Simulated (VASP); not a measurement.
# Yb: single point with PBE+U

Crystal: Yb.

```
Yb
1.0
     0.00000    2.74310    2.74310
     2.74310    0.00000    2.74310
     2.74310    2.74310    0.00000
Yb
1
Direct
  0.00000 0.00000 0.00000
```

```
Program             : VASP 6.6.1
Task                : single point
Functional          : PBE
Potentials or basis : VASP PAW PBE potentials, release 64 (Yb)
Cutoff              : 520 eV
k mesh              : 10 × 10 × 10
Occupations         : fermi-dirac, width 0.1 eV
Spin                : collinear spin, ferromagnetic start
Starting moments    : [0.63] μB
Fixed moment        : 0.63 μB
Hubbard terms       : Yb f U = 5.2 eV
```

The pressure is -0.4 GPa, the net moment is 0.63 μB per cell and the site moments are Yb +0.17 μB. The valence electrons inside the program's atomic spheres are Yb 22.19.

Eigenvalues of the final occupation matrices:
```tsv
site	spin	trace	eigenvalues
site 1 f	1	6.91	0.98 0.99 0.99 0.99 0.99 0.99 0.99
site 1 f	2	6.91	0.98 0.99 0.99 0.99 0.99 0.99 0.99
```

Wall time 5.4 min on 1 thread of Intel Xeon 8259CL (shared host), peak memory 0.24 GiB.

Caveat: spin-orbit coupling is left out, which moves the levels of the heavy elements; the total moment is fixed, so each spin has its own Fermi level and the state may be an excited one. The state reached can hang on the start; a lower one may exist.
